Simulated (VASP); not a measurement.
Crystal: Ta3Cu.

```
CELL_PARAMETERS angstrom
-2.00651 2.00651 4.20817
2.00651 -2.00651 4.20817
2.00651 2.00651 -4.20817
ATOMIC_POSITIONS crystal
Ta 0.50000 0.50000 0.00000
Ta 0.25000 0.75000 0.50000
Ta 0.75000 0.25000 0.50000
Cu 0.00000 0.00000 0.00000
```

| Quantity | Value |
| --- | --- |
| Program | VASP 6.6.1 |
| Task | relaxation of cell and atoms |
| Functional | RPBE |
| Potentials or basis | VASP PAW PBE potentials, release 64 (Ta_pv, Cu) |
| Cutoff | 600 eV |
| k mesh | 7 × 7 × 7 |
| Occupations | fermi-dirac, width 0.05 eV |
| Spin | no spin polarisation |

At the start: pressure 4.3 GPa; volume 16.94 Å³/atom.

Task: How do energy, volume and symmetry change on relaxing?

Result: Over 8 steps the energy falls by 5.2 meV/atom and the volume is 17.34 Å³/atom (+2.3 %); space group I4/mmm (No. 139, to 0.1 Å) before and after.

Step by step:
```csv
step,energy change (eV),largest force (eV/Å),pressure (GPa),volume (Å³)
1,0.0000,0.0000,4.32,67.77
2,0.0447,0.0000,-6.78,72.35
3,-0.0205,0.0000,-0.32,69.38
4,-0.0205,0.0000,0.22,69.27
5,-0.0205,0.0000,0.12,69.32
6,-0.0206,0.0000,0.09,69.35
7,-0.0207,0.0000,0.00,69.35
8,-0.0207,0.0000,-0.05,69.34
```

Final structure:
```xyz
4
Lattice="-2.0250 2.0250 4.2276 2.0250 -2.0250 4.2276 2.0250 2.0250 -4.2276" Properties=species:S:1:pos:R:3 pbc="T T T"
Ta    0.0000    0.0000    4.2276
Ta    2.0250    0.0000    2.1138
Ta    0.0000    2.0250    2.1138
Cu    0.0000    0.0000    0.0000
```

Caveat: the PAW data sets were made with another functional, which shifts forces and pressure a little.
